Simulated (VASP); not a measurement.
K2ZrAl4O6: single point with PBE

K2ZrAl4O6:

```xyz
13
Lattice="6.2240 0.0000 0.0000 -3.1120 5.3901 0.0000 0.0000 0.0000 5.3645" Properties=species:S:1:pos:R:3 pbc="T T T"
Zr    0.0000    0.0000    0.0000
Al    1.5560    2.6951    0.0000
Al    3.1120    0.0000    0.0000
Al   -1.5560    2.6951    0.0000
Al    0.0000    0.0000    2.6823
O    -1.3072    4.3481    0.6742
O     0.0000    2.0840    0.6742
O     1.3072    4.3481    0.6742
O     4.4192    1.0420    4.6903
O     1.8048    1.0420    4.6903
O     3.1120    3.3061    4.6903
K     0.0000    3.5934    2.6708
K     3.1120    1.7967    2.6937
```

| Quantity | Value |
| --- | --- |
| Program | VASP 6.6.1 |
| Task | single point |
| Functional | PBE |
| Potentials or basis | VASP PAW PBE potentials, release 64 (Zr_sv, Al, O, K_sv) |
| Cutoff | 520 eV |
| k mesh | 6 × 6 × 4 |
| Occupations | fermi-dirac, width 0.0264 eV |
| Spin | no spin polarisation |

```yaml
Pressure: 18.1 GPa
Largest_force: 0.057 eV/Å
Band_gap_on_the_k_mesh: zero (bands 39 and 40 overlap by 0.47 eV)
```

Forces in eV/Å, atoms in the order of the input:
```
Zr   0.000  0.000  0.000
Al   0.000  0.000  0.000
Al   0.000  0.000  0.000
Al   0.000  0.000  0.000
Al   0.000  0.000  0.000
O   -0.021  0.012 -0.007
O    0.000 -0.024 -0.007
O    0.021  0.012 -0.007
O    0.021 -0.012  0.007
O   -0.021 -0.012  0.007
O    0.000  0.024  0.007
K    0.000  0.000  0.057
K    0.000  0.000 -0.057
```

Stress tensor (GPa, compression positive):
```
14.76  0.00  0.00
 0.00 14.76  0.00
 0.00  0.00 24.93
```

Levels at points of the mesh, in eV from the Fermi level:
```csv
k point,band 37,band 38,band 39,band 40,band 41,band 42
"(0.00, 0.00, 0.00)",-4.14,-0.81,0.22,0.22,0.48,0.92
"(0.50, 0.00, 0.00)",-3.70,-1.25,0.02,0.44,0.86,1.23
"(0.00, 0.00, 0.50)",-3.63,-2.41,0.19,0.19,0.20,0.62
"(0.50, 0.00, 0.50)",-3.09,-1.64,-0.18,0.09,0.33,0.47
```

It took 9.6 min on 1 thread of AMD EPYC 7R13, with other jobs on the host, peak memory 0.37 GiB.

Caveat: the stress differs along the axes, from 15 to 25 GPa.
